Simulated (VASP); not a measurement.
# Cd (P6_3/mmc) in VASP: further runs

Runs on Cd. Level: LDA. Tasks: single point.

All numbers are computed with VASP 6.6.1; they aren't measurements. Logs are shortened: lines on timing, memory, paths and dates and some standing lists are left out, and cuts for length are marked.

### Step 1. The cell of the first run

Symmetry: P6_3/mmc, No. 194, hexagonal system. The conventional cell has a = 2.926 Å, b = 2.926 Å, c = 5.368 Å, α = 90.00°, β = 90.00°, γ = 120.00°. Cd (site symmetry -6m2) has 12 Cd at 2.93 to 3.17 Å within 3.9 Å.

### Step 2. Single point, LDA (19.90 Å³/atom)

INCAR

```
SYSTEM = Cd
PREC = Accurate ; ENCUT = 520
EDIFF = 1E-6 ; ISMEAR = -1
SIGMA = 0.1 ; LREAL = .False.
LASPH = .True. ; NELM = 100
ALGO = Normal ; ISIF = 2
LWAVE = .False. ; LCHARG = .True.
LELF = .True. ; LVHAR = .True.
NBANDS = 19
```

KPOINTS

```
Automatic mesh
0
Gamma
  16 16 9
  0 0 0
```

POSCAR

```
Cd
1.0
    2.9256599272      0.0000000000      0.0000000000
   -1.4628299636      2.5336958198      0.0000000000
    0.0000000000      0.0000000000      5.3682598386
Cd
2
Direct
    0.3333333333      0.6666666667      0.2500000000
    0.6666666667      0.3333333333      0.7500000000
```

Potentials or basis: VASP PAW LDA potentials, release 64 (Cd).

Launch:

```bash
$ cat potpaw_LDA.64/Cd/POTCAR > POTCAR
$ mpirun -np 1 vasp_std > vasp.out
```

OUTCAR:

```text
SYSTEM = Cd
   PREC = Accurate
   ENCUT = 520
   EDIFF = 1E-6
   ISMEAR = -1
   LREAL = .False.
   LASPH = .True.
   NELM = 100
   ISIF = 2

 ion  position               nearest neighbor table
   1  0.333  0.667  0.250-   2 3.17   2 3.17   2 3.17   2 3.17   2 3.17   2 3.17
   2  0.667  0.333  0.750-   1 3.17   1 3.17   1 3.17   1 3.17   1 3.17   1 3.17

  LATTYP: Found a hexagonal cell.
 ALAT       =     2.9256599272
 C/A-ratio  =     1.8348885285

  Lattice vectors:

 A1 = (   2.9256599272,   0.0000000000,   0.0000000000)
 A2 = (  -1.4628299636,   2.5336958198,   0.0000000000)
 A3 = (   0.0000000000,   0.0000000000,   5.3682598386)

Analysis of symmetry for initial positions (statically):
=====================================================================
 Subroutine PRICEL returns:
 Original cell was already a primitive cell.

 Routine SETGRP: Setting up the symmetry group for a
 hexagonal supercell.

 Subroutine GETGRP returns: Found 24 space group operations
 (whereof 12 operations were pure point group operations)
 out of a pool of 24 trial point group operations.

The static configuration has the point symmetry D_3d.
 The point group associated with its full space group is D_6h.

Analysis of symmetry for dynamics (positions and initial velocities):
=====================================================================
 Subroutine PRICEL returns:
 Original cell was already a primitive cell.

 Routine SETGRP: Setting up the symmetry group for a
 hexagonal supercell.

 Subroutine GETGRP returns: Found 24 space group operations
 (whereof 12 operations were pure point group operations)
 out of a pool of 24 trial point group operations.

The dynamic configuration has the point symmetry D_3d.
 The point group associated with its full space group is D_6h.

 Subroutine INISYM returns: Found 24 space group operations
 (whereof 12 operations are pure point group operations),
 and found     1 'primitive' translations

----------------------------------------------------------------------------------------

                                     Primitive cell

  volume of cell :      39.7935

  direct lattice vectors                    reciprocal lattice vectors
     2.925659927  0.000000000  0.000000000     0.341803226  0.197340184  0.000000000
    -1.462829964  2.533695820  0.000000000     0.000000000  0.394680369  0.000000000
     0.000000000  0.000000000  5.368259839     0.000000000  0.000000000  0.186280104

  length of vectors
     2.925659927  2.925659927  5.368259839     0.394680369  0.394680369  0.186280104

  position of ions in fractional coordinates (direct lattice)
     0.333333333  0.666666667  0.250000000
     0.666666667  0.333333333  0.750000000

  ion indices of the primitive-cell ions
   primitive index   ion index
                 1           1
                 2           2

----------------------------------------------------------------------------------------

 KPOINTS: Automatic mesh

Automatic generation of k-mesh.
 Grid dimensions read from file:
 generate k-points for:   16   16    9

 Generating k-lattice:

  Cartesian coordinates                     Fractional coordinates (reciprocal lattice)
     0.021362702  0.012333762  0.000000000     0.062500000 -0.000000000  0.000000000
     0.000000000  0.024667523  0.000000000     0.000000000  0.062500000  0.000000000
     0.000000000  0.000000000  0.020697789     0.000000000  0.000000000  0.111111111

  Length of vectors
     0.024667523  0.024667523  0.020697789

  Shift w.r.t. Gamma in fractional coordinates (k-lattice)
     0.000000000  0.000000000  0.000000000

 Subroutine IBZKPT returns following result:
 ===========================================

 Found    150 irreducible k-points:

 Following reciprocal coordinates:
            Coordinates               Weight
  0.000000  0.000000  0.000000      1.000000
  0.062500  0.000000  0.000000      6.000000
  0.125000  0.000000  0.000000      6.000000
  0.187500 -0.000000  0.000000      6.000000
  0.250000  0.000000  0.000000      6.000000
  0.312500  0.000000  0.000000      6.000000
[... 16 lines left out ...]
  0.187500  0.187500  0.000000      6.000000
  0.250000  0.187500  0.000000     12.000000
 [... further k-points ...]
   k-points           NKPTS =    150   k-points in BZ     NKDIM =    150   number of bands    NBANDS=     19
   number of dos      NEDOS =    301   number of ions     NIONS =      2
   total plane-waves  NPLWV =  23040
   dimension x,y,z NGX =    24 NGY =   24 NGZ =   40
   dimension x,y,z NGXF=    48 NGYF=   48 NGZF=   80
   ions per type =               2
   NGX,Y,Z   is equivalent  to a cutoff of  13.64, 13.64, 12.39 a.u.
   NGXF,Y,Z  is equivalent  to a cutoff of  27.28, 27.28, 24.77 a.u.
 SYSTEM =  Cd
   PREC   = accura    normal or accurate (medium, high low for compatibility)
   ISTART =      0    job   : 0-new  1-cont  2-samecut
   ICHARG =      2    charge: 1-file 2-atom 10-const
   ISPIN  =      1    spin polarized calculation?
   LNONCOLLINEAR =      F non collinear calculations
   LSORBIT =      F    spin-orbit coupling
   LASPH  =      T    aspherical Exc in radial PAW
   ENCUT  =  520.0 eV  38.22 Ry    6.18 a.u.   5.44  5.44  9.98*2*pi/ulx,y,z
   NELM   =    100;   NELMIN=  2; NELMDL= -5     # of ELM steps
   EDIFF  = 0.1E-05   stopping-criterion for ELM
   LREAL  =      F    real-space projection
   EDIFFG = 0.1E-04   stopping-criterion for IOM
   NSW    =      0    number of steps for IOM
   IBRION =     -1    ionic relax: 0-MD 1-quasi-New 2-CG
   NFREE  =      0    steps in history (QN), initial steepest desc. (CG)
   ISIF   =      2    stress and relaxation
   ISYM   =      2    0-nonsym 1-usesym 2-fastsym
   POTIM  = 0.5000    time-step for ionic-motion
   TEBEG  =    0.0;   TEEND  =   0.0 temperature during run
   PSTRESS=    0.0 pullay stress
   NELECT =      24.0000    total number of electrons
   NUPDOWN=      -1.0000    fix difference up-down
   EMIN   =  10.00;   EMAX   =-10.00  energy-range for DOS
   EFERMI =   0.00;   METHOD = LEGACY
   ISMEAR =    -1;   SIGMA  =   0.10  broadening in eV -4-tet -1-fermi 0-gaus
   EFERMI_NEDOS =   21; number of points for ismear=-14 and -15
   IALGO  =     38    algorithm
   IMIX   =      4    mixing-type and parameters
     AMIX     =   0.40;   BMIX     =  1.00
     AMIX_MAG =   1.60;   BMIX_MAG =  1.00
  volume/ion in A,a.u.               =      19.90       134.27
  Fermi-wavevector in a.u.,A,eV,Ry     =   1.383167  2.613807 26.030000  1.913151
  Thomas-Fermi vector in A             =   2.507790
   LORBIT       =      0    0 simple, 1 ext, 2 COOP (PROOUT), +10 PAW based schemes
   GGA     = CA    functional components
   LHFCALC =     F    Hartree Fock is set to
   AEXX    =    0.0000 exact exchange contribution
   IVDW    =     0    specifies the selected vdW correction
   LEPSILON=     F    determine dielectric tensor
   LRPA    =     F    only Hartree local field effects (RPA)
 non-spin polarized calculation
  energy-cutoff  :      520.00
  volume of cell :       39.79
 maximum number of plane-waves:      1106
 NGX is ok and might be reduce to    24
   NGX = 11   NGY = 11   NGZ = 19

 number of electron      24.0000000 magnetization

 Free energy of the ion-electron system (eV)
  ---------------------------------------------------
  ext. energy  EPLUGINS =         0.00000000
  ---------------------------------------------------
  free energy    TOTEN  =        -3.05269600 eV

  energy without entropy =       -3.04078829  energy(sigma->0) =       -3.04674214

 E-fermi :   3.4115     XC(G=0): -11.8150

 val. band max:        3.3843143858   @ k =   0.0000   0.0000   0.2222
 cond. band min:       3.4405174198   @ k =   0.3125   0.0000   0.0000
 fundamental gap:      0.0562030340
 Fermi energy:         3.4114543395

 k-point     1 :       0.0000    0.0000    0.0000
  band No.  band energies     occupation
      1      -6.8381      2.00000
      2      -6.5020      2.00000
      3      -6.0999      2.00000
      4      -6.0611      2.00000
      5      -6.0611      2.00000
      6      -5.9894      2.00000
[... 11 lines left out ...]
     18      19.4252      0.00000
     19      19.8282      0.00000

 k-point     2 :       0.0625    0.0000    0.0000
  band No.  band energies     occupation
      1      -6.7917      2.00000
      2      -6.4363      2.00000
      3      -6.0992      2.00000
      4      -6.0336      2.00000
      5      -6.0201      2.00000
      6      -5.9890      2.00000
[... 11 lines left out ...]
     18      19.7520      0.00000
     19      19.8434      0.00000

 k-point     3 :       0.1250    0.0000    0.0000
  band No.  band energies     occupation
      1      -6.6778      2.00000
      2      -6.3282      2.00000
      3      -6.1428      2.00000
      4      -6.0347      2.00000
      5      -5.9017      2.00000
      6      -5.8370      2.00000
[... 11 lines left out ...]
     18      19.1467      0.00000
     19      19.2709      0.00000

 k-point     4 :       0.1875   -0.0000    0.0000
  band No.  band energies     occupation
      1      -6.6035      2.00000
      2      -6.2692      2.00000
      3      -6.2128      2.00000
      4      -5.9552      2.00000
      5      -5.8278      2.00000
      6      -5.7197      2.00000
[... 11 lines left out ...]
     18      17.3057      0.00000
     19      17.4436      0.00000

 k-point     5 :       0.2500    0.0000    0.0000
  band No.  band energies     occupation
      1      -6.6606      2.00000
      2      -6.3814      2.00000
      3      -6.0748      2.00000
      4      -6.0628      2.00000
      5      -5.7929      2.00000
      6      -5.6777      2.00000
[... 11 lines left out ...]
     18      17.0222      0.00000
     19      17.4559      0.00000
[... 334 lines left out ...]
      2      -6.5240      2.00000
      3      -6.5124      2.00000
      4      -5.9674      2.00000
      5      -5.8520      2.00000
      6      -5.7364      2.00000
[... 11 lines left out ...]
     18      14.5755      0.00000
     19      15.2053      0.00000

 k-point    22 :       0.4375    0.1250    0.0000
  band No.  band energies     occupation
      1      -6.7973      2.00000
      2      -6.5557      2.00000
      3      -6.5346      2.00000
      4      -5.9557      2.00000
      5      -5.8943      2.00000
      6      -5.7030      2.00000
[... 11 lines left out ...]
     18      14.4403      0.00000
     19      15.1185      0.00000

 k-point    23 :       0.1875    0.1875    0.0000
  band No.  band energies     occupation
      1      -6.4096      2.00000
      2      -6.3636      2.00000
      3      -6.2354      2.00000
      4      -6.0060      2.00000
      5      -5.9619      2.00000
      6      -5.8177      2.00000
[... 11 lines left out ...]
     18      14.1905      0.00000
     19      14.8344      0.00000

 k-point    24 :       0.2500    0.1875    0.0000
  band No.  band energies     occupation
      1      -6.4845      2.00000
      2      -6.3667      2.00000
      3      -6.3195      2.00000
      4      -6.0104      2.00000
      5      -5.9184      2.00000
      6      -5.7226      2.00000
[... 11 lines left out ...]
     18      13.3945      0.00000
     19      14.1607      0.00000

 [... further k-points ...]

------------------------ aborting loop because EDIFF is reached ----------------------------------------

  FORCE on cell =-STRESS in cart. coord.  units (eV):
  Direction    XX          YY          ZZ          XY          YZ          ZX
  --------------------------------------------------------------------------------------
  -------------------------------------------------------------------------------------
  Total        0.2038878      0.2038878      0.1174053      0.0000000      0.0000000     -0.0000000
  in kB        8.2089953      8.2089953      4.7270076      0.0000000      0.0000000     -0.0000000
  external PRESSURE =       7.0483328 kB  Pullay stress =       0.0000000 kB

 VOLUME and BASIS-vectors are now :
 -----------------------------------------------------------------------------
  energy-cutoff  :      520.00
  volume of cell :       39.79
      direct lattice vectors                 reciprocal lattice vectors
     2.925659927  0.000000000  0.000000000     0.341803226  0.197340184  0.000000000
    -1.462829964  2.533695820  0.000000000     0.000000000  0.394680369  0.000000000
     0.000000000  0.000000000  5.368259839     0.000000000  0.000000000  0.186280104

 POSITION                                       TOTAL-FORCE (eV/Angst)
 -----------------------------------------------------------------------------------
     -0.00000      1.68913      1.34206         0.000000     -0.000000      0.000000
      1.46283      0.84457      4.02619        -0.000000      0.000000      0.000000
 -----------------------------------------------------------------------------------
    total drift:                                0.000000     -0.000000      0.000000

  FREE ENERGIE OF THE ION-ELECTRON SYSTEM (eV)
  ---------------------------------------------------
  free  energy   TOTEN  =        -3.0526960000 eV

  energy  without entropy=       -3.0407882855  energy(sigma->0) =       -3.04674214
```

Run time: 86 s. Hardware: 1 thread of Intel Xeon 8259CL, shared host; peak memory 0.21 GiB.

What came out:

| Quantity | Value |
| --- | --- |
| Free energy | -3.0527 eV |
| Pressure | 0.7 GPa |
| Band gap on the k mesh | zero (bands 12 and 13 overlap by 3.90 eV) |

Levels at points of the mesh, in eV from the Fermi level:
```csv
k point,band 9,band 10,band 11,band 12,band 13,band 14,band 15,band 16
"(0.00, 0.00, 0.00)",-8.90,-8.55,-8.55,-3.38,-2.75,11.70,14.58,15.13
"(0.50, 0.00, 0.00)",-8.29,-8.26,-2.72,-2.08,2.18,3.03,3.62,5.56
```

### Step 3. Single point, LDA (19.90 Å³/atom)

INCAR

```
PREC = Accurate ; ENCUT = 520
EDIFF = 1E-6 ; ISMEAR = -1
SIGMA = 0.1 ; LREAL = False
LASPH = True ; NELM = 80
ALGO = Normal ; ISIF = 2
LWAVE = False ; LCHARG = False
GGA = CA ; NBANDS = 19
```

KPOINTS

```
regular mesh
0
Gamma
  16 16 9
```

POSCAR is that of step 2.

Potentials or basis: VASP PAW LDA potentials, release 64 (Cd).

Launch:

```bash
$ cat potpaw_LDA.64/Cd/POTCAR > POTCAR
$ mpirun -np 1 vasp_std > vasp.out
```

Wall time 90 s (1 thread of Intel Xeon 8259CL, shared host); peak memory 0.21 GiB.

Results (log left out):

```yaml
Free_energy: -3.0527 eV
Pressure: 0.7 GPa
Band_gap_on_the_k_mesh: zero (bands 12 and 13 overlap by 3.90 eV)
```

Stress tensor (GPa, compression positive):
```
0.82 0.00 0.00
0.00 0.82 0.00
0.00 0.00 0.47
```

Levels at points of the mesh, in eV from the Fermi level:
| k point | band 10 | band 11 | band 12 | band 13 | band 14 | band 15 |
| --- | --- | --- | --- | --- | --- | --- |
| (0.00, 0.00, 0.00) | -8.55 | -8.55 | -3.38 | -2.75 | 11.70 | 14.58 |
| (0.50, 0.00, 0.00) | -8.26 | -2.72 | -2.08 | 2.18 | 3.03 | 3.62 |
